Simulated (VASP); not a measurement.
The system is BP.

```
B P
1.0
     2.70805    0.00000    0.00000
     0.00000    2.70805    0.00000
     0.00000    0.00000    2.70805
B P
1 1
Direct
  0.00000 0.00000 0.00000
  0.50000 0.50000 0.50000
```

Base run:

- Program: VASP 6.6.1
- Functional: r2SCAN
- Potentials or basis: VASP PAW PBE potentials, release 64 (B, P)
- Cutoff: 520 eV
- k mesh: 8 × 8 × 8
- Occupations: fermi-dirac, width 0.02 eV
- Spin: no spin polarisation

Its results: band gap on the k mesh zero (band 4 reaches 13.40 eV, above the bottom of band 5 at 6.95 eV); pressure -0.2 GPa.

Problem. The run is repeated on the same cell with these changes: functional from r2SCAN to PBE; further incar settings from ALGO = Normal; EDIFF = 1e-06; NBANDS = 11 to ALGO = Normal; EDIFF = 1e-07; NBANDS = 11. What comes out?

Solution. Band gap on the k mesh zero (band 4 reaches 13.10 eV, above the bottom of band 5 at 7.08 eV); pressure 0.3 GPa.

Caveats: the PAW data sets were made with another functional, which shifts forces and pressure a little (some runs).
